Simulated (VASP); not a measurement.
Write the native input for VASP 6.6.1 that does the following.

```
Task                   : single point
Functional             : PBE
Potentials or basis    : VASP PAW PBE potentials, release 64 (Sn_d, S)
Cutoff                 : 500 eV
k mesh                 : 4 × 8 × 6
Occupations            : gaussian, width 0.02 eV
Spin                   : no spin polarisation
Dipole correction      : no
Further INCAR settings : ALGO = Normal; EDIFF = 1e-06; NBANDS = 50
```

The structure of SnS lies in POSCAR:

```
SnS
1.0
   11.0935427245      0.0000000000      0.0000000000
    0.0000000000      3.9935574129      0.0000000000
    0.0000000000      0.0000000000      4.2130515255
Sn S
4 4
Direct
    0.1181107370      0.2500000000      0.1058627273
    0.3818892630      0.7500000000      0.6058627273
    0.6181107370      0.2500000000      0.3941372727
    0.8818892630      0.7500000000      0.8941372727
    0.8537045171      0.2500000000      0.4747054662
    0.6462954829      0.7500000000      0.9747054662
    0.3537045171      0.2500000000      0.0252945338
    0.1462954829      0.7500000000      0.5252945338
```

These files were run (other wordings do the same):

INCAR

```
  PREC = Accurate
  ENCUT = 500
  EDIFF = 1E-6
  ISMEAR = 0
  SIGMA = 0.02
  LREAL = F
  LASPH = T
  NELM = 120
  ALGO = Normal
  ISIF = 2
  LWAVE = F
  LCHARG = F
  GGA = PE
  NBANDS = 50
  GGA_COMPAT = F
```

KPOINTS

```
regular mesh
0
Gamma
  4 8 6
```

Potentials or basis: VASP PAW PBE potentials, release 64 (Sn_d, S).

The run is started by

```console
$ cat potpaw_PBE.64/Sn_d/POTCAR potpaw_PBE.64/S/POTCAR > POTCAR
$ mpirun -np 1 vasp_std > vasp.out
```

It gave:

```json
{"Pressure": "3.1 GPa", "Largest force": "0.006 eV/Å", "Band gap on the k mesh": "0.74 eV (least direct gap 1.12 eV)"}
```

Caveat: the cell stands under pressure; semilocal functionals underestimate gaps, and a narrow one can read as zero; spin-orbit coupling is left out, which moves the levels of the heavy elements.

Run time: 12 min on 1 thread of Oxide Virtual Turin-like Processor, with other jobs on the host, peak memory 0.47 GiB.
